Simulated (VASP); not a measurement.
SnSe4, 5 atoms in the cell. Symmetry: Im-3m, No. 229, cubic system. The conventional cell has a = 6.503 Å, b = 6.503 Å, c = 6.503 Å, α = 90.00°, β = 90.00°, γ = 90.00°. Within 3.7 Å of Sn (site symmetry m-3m) lie 8 Se at 2.82 Å. Se (site symmetry -3m) has 2 Sn at 2.82 Å and 6 Se at 3.25 Å within 3.7 Å. The cell was built from a structure type or drawn by symmetry, and may not be a known phase.

```yaml
Program: VASP 6.6.1
Task: single point
Functional: PBE
Potentials_or_basis: VASP PAW PBE potentials, release 64 (Sn_d, Se)
Cutoff: 520 eV
k_mesh: 8 × 8 × 8
Occupations: gaussian, width 0.1 eV
Spin: no spin polarisation
Dipole_correction: no
Further_INCAR_settings: ALGO = Normal; EDIFF = 1e-06; NBANDS = 27
```

Potentials or basis: VASP PAW PBE potentials, release 64 (Sn_d, Se).

Run with:

```bash
$ cat potpaw_PBE.64/Sn_d/POTCAR potpaw_PBE.64/Se/POTCAR > POTCAR
$ mpirun -np 1 vasp_std > vasp.out
```

Hardware: 1 thread of Intel Xeon 8259CL, with other jobs on the host.

Estimate the wall time of this run.

Wall time 2.5 min on 1 thread of Intel Xeon 8259CL, with other jobs on the host, peak memory 0.3 GiB. Counts: scf iterations 13, k points 29.
